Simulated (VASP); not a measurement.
Set up this calculation in VASP 6.6.1, as the native input.

* Task: single point
* Functional: PBE
* Potentials or basis: VASP PAW PBE potentials, release 64 (Mg_sv, Ru_sv, O)
* Cutoff: 840 eV
* k mesh: 6 × 6 × 4
* Occupations: gaussian, width 0.1 eV
* Spin: collinear spin, ferromagnetic start
* Starting moments: [0.0, 0.63, 0.0] μB
* Dipole correction: no
* Further INCAR settings: ALGO = Normal; EDIFF = 1e-06; NBANDS = 27

The structure of MgRuO lies in POSCAR:

```
MgRuO
1.0
    3.0805891647      0.0000000000      0.0000000000
    0.0000000000      3.0805891647      0.0000000000
    0.0000000000      0.0000000000      4.0603030544
Mg Ru O
1 1 1
Direct
    0.5000000000      0.5000000000      0.5000000000
    0.0000000000      0.0000000000      0.0000000000
    0.5000000000      0.5000000000      0.0000000000
```

The cell was generated, and may not be a known phase.

The input as run:

INCAR

```
SYSTEM = MgRuO
  PREC = Accurate
  ENCUT = 840
  EDIFF = 1E-6
  ISMEAR = 0
  SIGMA = 0.1
  LREAL = .False.
  LASPH = .True.
  NELM = 200
  ALGO = Normal
  ISIF = 2
  LWAVE = .False.
  LCHARG = .True.
  ISPIN = 2
  MAGMOM = 0 0.63 0
  LORBIT = 11
  LMAXMIX = 4
  GGA = PE
  LELF = .True.
  LVHAR = .True.
  NBANDS = 27
  GGA_COMPAT = .False.
```

KPOINTS

```
Automatic mesh
0
Gamma
  6 6 4
  0 0 0
```

Potentials or basis: VASP PAW PBE potentials, release 64 (Mg_sv, Ru_sv, O).

Command:

```console
$ cat potpaw_PBE.64/Mg_sv/POTCAR potpaw_PBE.64/Ru_sv/POTCAR potpaw_PBE.64/O/POTCAR > POTCAR
$ mpirun -np 1 vasp_std > vasp.out
```

It gave:

* Pressure: -0.2 GPa
* Net moment: 0.43 μB per cell
* Site moments: Mg -0.00; Ru +0.40; O +0.03 μB
* Valence electrons inside the program's atomic spheres: Mg 8.11; Ru 13.62; O 5.02

Caveat: the k points lie up to 0.39 Å⁻¹ apart; a moment this small can come from the mesh or the smearing.

Run time: 62 s on 1 thread of Intel(R) Xeon(R) 6975P-C (Granite Rapids), with other jobs on the host, peak memory 0.27 GiB.
